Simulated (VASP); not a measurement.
A run of VASP 6.6.1 is set up as follows.

Contents of INCAR:

```
SYSTEM = PbO
ALGO = Normal
EDIFF = 1E-6
ENCUT = 600
GGA = PE
GGA_COMPAT = .FALSE.
ISIF = 2
ISMEAR = -1
LASPH = .TRUE.
LCHARG = .FALSE.
LORBIT = 11
LORBMOM = .TRUE.
LREAL = .FALSE.
LSORBIT = .TRUE.
LWAVE = .FALSE.
MAGMOM = 0 0 0 0 0 0 0 0 0 0 0 0
NBANDS = 54
NELM = 200
PREC = Accurate
SIGMA = 0.05
```

The input KPOINTS:

```
k-points
0
G
  7 7 6
  0 0 0
```

Contents of POSCAR:

```
PbO
1.0
    4.0164246111      0.0000000000      0.0000000000
    0.0000000000      4.0164246111      0.0000000000
    0.0000000000      0.0000000000      5.0431797749
Pb O
2 2
Direct
    0.5000000000      0.0000000000      0.7600000000
    0.0000000000      0.5000000000      0.2400000000
    0.5000000000      0.5000000000      0.0000000000
    0.0000000000      0.0000000000      0.0000000000
```

Potentials or basis: VASP PAW PBE potentials, release 64 (Pb_d, O).

Command:

```sh
$ cat potpaw_PBE.64/Pb_d/POTCAR potpaw_PBE.64/O/POTCAR > POTCAR
$ mpirun -np 1 vasp_ncl > vasp.out
```

(1) Predict the pressure.

(2) Estimate the largest force.

(3) Estimate the net moment.

## Answers

(1) 1.2 GPa.

(2) 0.196 eV/Å.

(3) 0.00 μB per cell.
